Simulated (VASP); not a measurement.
# LaLu2N3 (P6/mmm) in VASP: single point with PBE

Aim: the single point of LaLu2N3 with PBE.

Everything below comes from runs of VASP 6.6.1. Logs are shortened: lines on timing, memory, paths and dates and some standing lists are left out, and cuts for length are marked.

## 1. The cell of the first run

The structure is hexagonal, space group P6/mmm (No. 191). Conventional cell: a = 7.015 Å, b = 7.015 Å, c = 4.343 Å, α = 90.00°, β = 90.00°, γ = 120.00°. La (site symmetry 6/mmm) has 6 N at 3.51 Å and 6 Lu at 4.05 Å and 2 La at 4.34 Å within 4.6 Å. Lu (site symmetry -6m2) has 3 N at 2.03 Å within 2.7 Å. Within 2.7 Å of N (site symmetry mmm) lie 2 Lu at 2.03 Å.

The cell was built from a structure type or drawn by symmetry, and may not be a known phase.

## 2. Single point, PBE

File INCAR:

```
PREC = Accurate
ENCUT = 520
EDIFF = 1E-6
ISMEAR = 0
SIGMA = 0.15
LREAL = False
LASPH = True
NELM = 100
ALGO = Normal
ISIF = 2
LWAVE = False
LCHARG = True
GGA = PE
LELF = True
LVHAR = True
NBANDS = 47
```

File KPOINTS:

```
regular mesh
0
Gamma
  3 3 3
```

File POSCAR:

```
LaLu2N3
1.0
    7.0154387458      0.0000000039      0.0000000000
   -3.5077193763      6.0755481706      0.0000000000
    0.0000000000      0.0000000000      4.3431781024
La Lu N
1 2 3
Direct
    0.6666666667      0.3333333333      0.5000000000
    0.3333333333      0.6666666667      0.5000000000
    0.0000000000      0.0000000000      0.5000000000
    0.1666665806      0.8333334194      0.5000000000
    0.1666665806      0.3333331613      0.5000000000
    0.6666668387      0.8333334194      0.5000000000
```

Potentials or basis: VASP PAW PBE potentials, release 64 (La, Lu, N).

On the command line:

```bash
> cat potpaw_PBE.64/La/POTCAR potpaw_PBE.64/Lu/POTCAR potpaw_PBE.64/N/POTCAR > POTCAR
> mpirun -np 1 vasp_std > vasp.out
```

OUTCAR:

```text
PREC = Accurate
   ENCUT = 520
   EDIFF = 1E-6
   ISMEAR = 0
   LREAL = False
   LASPH = True
   NELM = 100
   ISIF = 2
   GGA = PE

 ion  position               nearest neighbor table
   1  0.667  0.333  0.500-
   2  0.333  0.667  0.500-   6 2.03   5 2.03   4 2.03
   3  0.000  0.000  0.500-   4 2.03   6 2.03   5 2.03
   4  0.167  0.833  0.500-   3 2.03   2 2.03
   5  0.167  0.333  0.500-   3 2.03   2 2.03
   6  0.667  0.833  0.500-   3 2.03   2 2.03

  LATTYP: Found a hexagonal cell.
 ALAT       =     7.0154387458
 C/A-ratio  =     0.6190885930

  Lattice vectors:

 A1 = (   7.0154387458,   0.0000000039,   0.0000000000)
 A2 = (  -3.5077193763,   6.0755481706,   0.0000000000)
 A3 = (   0.0000000000,   0.0000000000,   4.3431781024)

Analysis of symmetry for initial positions (statically):
=====================================================================
 Subroutine PRICEL returns:
 Original cell was already a primitive cell.

 Routine SETGRP: Setting up the symmetry group for a
 hexagonal supercell.

 Subroutine GETGRP returns: Found 24 space group operations
 (whereof 12 operations were pure point group operations)
 out of a pool of 24 trial point group operations.

The static configuration has the point symmetry D_3h.
 The point group associated with its full space group is D_6h.

Analysis of symmetry for dynamics (positions and initial velocities):
=====================================================================
 Subroutine PRICEL returns:
 Original cell was already a primitive cell.

 Routine SETGRP: Setting up the symmetry group for a
 hexagonal supercell.

 Subroutine GETGRP returns: Found 24 space group operations
 (whereof 12 operations were pure point group operations)
 out of a pool of 24 trial point group operations.

The dynamic configuration has the point symmetry D_3h.
 The point group associated with its full space group is D_6h.

 Subroutine INISYM returns: Found 24 space group operations
 (whereof 12 operations are pure point group operations),
 and found     1 'primitive' translations

----------------------------------------------------------------------------------------

                                     Primitive cell

  volume of cell :     185.1177

  direct lattice vectors                    reciprocal lattice vectors
     7.015438746  0.000000004  0.000000000     0.142542760  0.082297101  0.000000000
    -3.507719376  6.075548171  0.000000000    -0.000000000  0.164594201  0.000000000
     0.000000000  0.000000000  4.343178102     0.000000000  0.000000000  0.230246142

  length of vectors
     7.015438746  7.015438746  4.343178102     0.164594201  0.164594201  0.230246142

  position of ions in fractional coordinates (direct lattice)
     0.666666667  0.333333333  0.500000000
     0.333333333  0.666666667  0.500000000
     0.000000000  0.000000000  0.500000000
     0.166666581  0.833333419  0.500000000
     0.166666581  0.333333161  0.500000000
     0.666666839  0.833333419  0.500000000

  ion indices of the primitive-cell ions
   primitive index   ion index
                 1           1
                 2           2
                 3           3
                 4           4
                 5           5
                 6           6

----------------------------------------------------------------------------------------

 KPOINTS: regular mesh

Automatic generation of k-mesh.
 Grid dimensions read from file:
 generate k-points for:    3    3    3

 Generating k-lattice:

  Cartesian coordinates                     Fractional coordinates (reciprocal lattice)
     0.047514253  0.027432367  0.000000000     0.333333333 -0.000000000  0.000000000
    -0.000000000  0.054864734  0.000000000    -0.000000000  0.333333333  0.000000000
     0.000000000  0.000000000  0.076748714     0.000000000  0.000000000  0.333333333

  Length of vectors
     0.054864734  0.054864734  0.076748714

  Shift w.r.t. Gamma in fractional coordinates (k-lattice)
     0.000000000  0.000000000  0.000000000

 Subroutine IBZKPT returns following result:
 ===========================================

 Found      6 irreducible k-points:

 Following reciprocal coordinates:
            Coordinates               Weight
  0.000000  0.000000  0.000000      1.000000
  0.333333 -0.000000  0.000000      6.000000
  0.333333  0.333333  0.000000      2.000000
  0.000000  0.000000  0.333333      2.000000
  0.333333 -0.000000  0.333333     12.000000
  0.333333  0.333333  0.333333      4.000000
   k-points           NKPTS =      6   k-points in BZ     NKDIM =      6   number of bands    NBANDS=     47
   number of dos      NEDOS =    301   number of ions     NIONS =      6
   total plane-waves  NPLWV =  93312
   dimension x,y,z NGX =    54 NGY =   54 NGZ =   32
   dimension x,y,z NGXF=   108 NGYF=  108 NGZF=   64
   ions per type =               1   2   3
   NGX,Y,Z   is equivalent  to a cutoff of  12.80, 12.80, 12.25 a.u.
   NGXF,Y,Z  is equivalent  to a cutoff of  25.59, 25.59, 24.50 a.u.
 SYSTEM =  unknown system
   PREC   = accura    normal or accurate (medium, high low for compatibility)
   ISTART =      0    job   : 0-new  1-cont  2-samecut
   ICHARG =      2    charge: 1-file 2-atom 10-const
   ISPIN  =      1    spin polarized calculation?
   LNONCOLLINEAR =      F non collinear calculations
   LSORBIT =      F    spin-orbit coupling
   LASPH  =      T    aspherical Exc in radial PAW
   ENCUT  =  520.0 eV  38.22 Ry    6.18 a.u.  13.04 13.04  8.08*2*pi/ulx,y,z
   NELM   =    100;   NELMIN=  2; NELMDL= -5     # of ELM steps
   EDIFF  = 0.1E-05   stopping-criterion for ELM
   LREAL  =      F    real-space projection
   EDIFFG = 0.1E-04   stopping-criterion for IOM
   NSW    =      0    number of steps for IOM
   IBRION =     -1    ionic relax: 0-MD 1-quasi-New 2-CG
   NFREE  =      0    steps in history (QN), initial steepest desc. (CG)
   ISIF   =      2    stress and relaxation
   ISYM   =      2    0-nonsym 1-usesym 2-fastsym
   POTIM  = 0.5000    time-step for ionic-motion
   TEBEG  =    0.0;   TEEND  =   0.0 temperature during run
   PSTRESS=    0.0 pullay stress
   NELECT =      76.0000    total number of electrons
   NUPDOWN=      -1.0000    fix difference up-down
   EMIN   =  10.00;   EMAX   =-10.00  energy-range for DOS
   EFERMI =   0.00;   METHOD = LEGACY
   ISMEAR =     0;   SIGMA  =   0.15  broadening in eV -4-tet -1-fermi 0-gaus
   EFERMI_NEDOS =   21; number of points for ismear=-14 and -15
   IALGO  =     38    algorithm
   IMIX   =      4    mixing-type and parameters
     AMIX     =   0.40;   BMIX     =  1.00
     AMIX_MAG =   1.60;   BMIX_MAG =  1.00
  volume/ion in A,a.u.               =      30.85       208.21
  Fermi-wavevector in a.u.,A,eV,Ry     =   1.216737  2.299300 20.142730  1.480449
  Thomas-Fermi vector in A             =   2.352081
   LORBIT       =      0    0 simple, 1 ext, 2 COOP (PROOUT), +10 PAW based schemes
   GGA     = PE    functional components
   LHFCALC =     F    Hartree Fock is set to
   AEXX    =    0.0000 exact exchange contribution
   IVDW    =     0    specifies the selected vdW correction
   LEPSILON=     F    determine dielectric tensor
   LRPA    =     F    only Hartree local field effects (RPA)
 non-spin polarized calculation
 Gauss-broadening in eV      SIGMA  =   0.15
  energy-cutoff  :      520.00
  volume of cell :      185.12
 maximum number of plane-waves:      4998
 NGX is ok and might be reduce to    54
   NGX = 27   NGY = 27   NGZ = 17

 number of electron      75.9999985 magnetization

 Free energy of the ion-electron system (eV)
  ---------------------------------------------------
  ext. energy  EPLUGINS =         0.00000000
  ---------------------------------------------------
  free energy    TOTEN  =       -37.99438371 eV

  energy without entropy =      -37.93514936  energy(sigma->0) =      -37.96476654

 E-fermi :   0.9907     XC(G=0):  -7.9421

 val. band max:        0.9181449816   @ k =   0.3333  -0.0000   0.3333
 cond. band min:       1.0368025075   @ k =   0.0000   0.0000   0.0000
 fundamental gap:      0.1186575259
 Fermi energy:         0.9907371651

 k-point     1 :       0.0000    0.0000    0.0000
  band No.  band energies     occupation
      1     -53.0697      2.00000
      2     -53.0672      2.00000
      3     -33.2862      2.00000
      4     -24.1683      2.00000
      5     -24.1537      2.00000
      6     -23.9836      2.00000
[... 39 lines left out ...]
     46       1.7153      0.00000
     47       1.8760      0.00000

 k-point     2 :       0.3333   -0.0000    0.0000
  band No.  band energies     occupation
      1     -53.0691      2.00000
      2     -53.0677      2.00000
      3     -33.2862      2.00000
      4     -24.1652      2.00000
      5     -24.1568      2.00000
      6     -23.9876      2.00000
[... 39 lines left out ...]
     46       1.6432      0.00000
     47       1.9150      0.00000

 k-point     3 :       0.3333    0.3333    0.0000
  band No.  band energies     occupation
      1     -53.0685      2.00000
      2     -53.0684      2.00000
      3     -33.2862      2.00000
      4     -24.1611      2.00000
      5     -24.1610      2.00000
      6     -23.9910      2.00000
[... 39 lines left out ...]
     46       1.6149      0.00000
     47       2.1919      0.00000

 k-point     4 :       0.0000    0.0000    0.3333
  band No.  band energies     occupation
      1     -53.0694      2.00000
      2     -53.0670      2.00000
      3     -33.2792      2.00000
      4     -24.1840      2.00000
      5     -24.1687      2.00000
      6     -23.9818      2.00000
[... 39 lines left out ...]
     46       1.9443      0.00000
     47       1.9443      0.00000

 k-point     5 :       0.3333   -0.0000    0.3333
  band No.  band energies     occupation
      1     -53.0689      2.00000
      2     -53.0675      2.00000
      3     -33.2792      2.00000
      4     -24.1808      2.00000
      5     -24.1719      2.00000
      6     -23.9859      2.00000
[... 39 lines left out ...]
     46       2.1192      0.00000
     47       2.1700      0.00000

 k-point     6 :       0.3333    0.3333    0.3333
  band No.  band energies     occupation
      1     -53.0683      2.00000
      2     -53.0682      2.00000
      3     -33.2793      2.00000
      4     -24.1764      2.00000
      5     -24.1763      2.00000
      6     -23.9892      2.00000
[... 39 lines left out ...]
     46       2.2477      0.00000
     47       2.3338      0.00000

------------------------ aborting loop because EDIFF is reached ----------------------------------------

  FORCE on cell =-STRESS in cart. coord.  units (eV):
  Direction    XX          YY          ZZ          XY          YZ          ZX
  --------------------------------------------------------------------------------------
  -------------------------------------------------------------------------------------
  Total        0.3420084      0.3420084      0.1517141     -0.0000000      0.0000000      0.0000000
  in kB        2.9600525      2.9600525      1.3130718     -0.0000000      0.0000000      0.0000000
  external PRESSURE =       2.4110589 kB  Pullay stress =       0.0000000 kB

 VOLUME and BASIS-vectors are now :
 -----------------------------------------------------------------------------
  energy-cutoff  :      520.00
  volume of cell :      185.12
      direct lattice vectors                 reciprocal lattice vectors
     7.015438746  0.000000004  0.000000000     0.142542760  0.082297101  0.000000000
    -3.507719376  6.075548171  0.000000000    -0.000000000  0.164594201  0.000000000
     0.000000000  0.000000000  4.343178102     0.000000000  0.000000000  0.230246142

 POSITION                                       TOTAL-FORCE (eV/Angst)
 -----------------------------------------------------------------------------------
      3.50772      2.02518      2.17159        -0.000000      0.000000      0.000000
     -0.00000      4.05037      2.17159        -0.000000      0.000000      0.000000
      0.00000      0.00000      2.17159        -0.000000      0.000000      0.000000
     -1.75386      5.06296      2.17159         0.000000     -0.000000     -0.000000
     -0.00000      2.02518      2.17159        -0.000000     -0.000000      0.000000
      1.75386      5.06296      2.17159        -0.000000      0.000000      0.000000
 -----------------------------------------------------------------------------------
    total drift:                                0.000002     -0.000001     -0.000000

  FREE ENERGIE OF THE ION-ELECTRON SYSTEM (eV)
  ---------------------------------------------------
  free  energy   TOTEN  =       -37.9943837113 eV

  energy  without entropy=      -37.9351493608  energy(sigma->0) =      -37.96476654
```

Wall time 96 s (1 thread of Intel Xeon 6975P-C (Granite Rapids), shared host); peak memory 0.33 GiB.

What came out:

```
Free energy            : -37.9944 eV
Pressure               : 0.2 GPa
Band gap on the k mesh : zero (bands 38 and 39 overlap by 0.70 eV)
```

Stress tensor (GPa, compression positive):
```
0.30 0.00 0.00
0.00 0.30 0.00
0.00 0.00 0.13
```

Levels at points of the mesh, in eV from the Fermi level:
```csv
k point,band 35,band 36,band 37,band 38,band 39,band 40,band 41,band 42
"(0.00, 0.00, 0.00)",-0.86,-0.16,-0.10,0.05,0.05,0.43,0.43,0.56
```

Caveat: the k points lie up to 0.48 Å⁻¹ apart, too coarse for converged energies and pressures of a metal; spin-orbit coupling is left out, which moves the levels of the heavy elements.
